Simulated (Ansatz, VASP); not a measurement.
# One calculation of Bi, two programs

File INCAR:

```
SYSTEM = Bi
  PREC = Accurate
  ENCUT = 520
  EDIFF = 1E-6
  ISMEAR = 0
  SIGMA = 0.02
  LREAL = .False.
  LASPH = .True.
  NELM = 100
  ALGO = Normal
  ISIF = 2
  LWAVE = .False.
  LCHARG = .False.
  LDIPOL = .True.
  IDIPOL = 3
  DIPOL = 0.5 0.5 0.500
  GGA = CA
  NBANDS = 22
```

File KPOINTS:

```
regular mesh
0
Gamma
  9 9 1
  0 0 0
```

File POSCAR:

```
Bi
1.0
    3.9450000000      0.0000000000      0.0000000000
   -1.9725000000      3.4164702179      0.0000000000
    0.0000000000      0.0000000000     28.0000000000
Bi
2
Direct
    0.3333333333      0.6666666667      0.5131250000
    0.6666666667      0.3333333333      0.4868750000
```

Input for Ansatz:

```yaml
crystal:
  lattice:
    - [3.945, 0.0, 0.0]
    - [-1.9725, 3.4164702179, 0.0]
    - [0.0, 0.0, 28.0]
  atoms:
    - { symbol: Bi, position: [0.3333333333, 0.6666666667, 0.513125] }
    - { symbol: Bi, position: [0.6666666667, 0.3333333333, 0.486875] }
  periodic: [true, true, false]
basis:
  ecutwfc: 420
kpoints:
  mp_grid: { grid: [9, 9, 1] }
hamiltonian:
  xc: lda
scf:
  occupations: { method: gaussian, width: 0.02 }
output:
  forces: true
  stress: true
  eigenvalues: true
```

Alike in both runs: task single point; functional LDA; k mesh 9 × 9 × 1; occupations gaussian, width 0.02 eV; no spin polarisation.

```csv
,VASP,Ansatz
version,VASP 6.6.1,Ansatz 0.2.0
potentials or method,"VASP PAW LDA potentials, release 64 (Bi_d), cutoff 520 eV","scalar-relativistic, plane waves, PAW"
valence electrons in the cell,30,30
```

VASP gave:

```
rms of the force components (eV/Å) : 5.536
```

Which values does Ansatz return?

rms of the force components (eV/Å): 5.527.

LDA's correlation is that of Perdew and Zunger in VASP and of Perdew and Wang (1992) in Ansatz. Atom by atom the forces differ by 0.009 eV/Å (rms over components).

Spin-orbit coupling is off throughout.
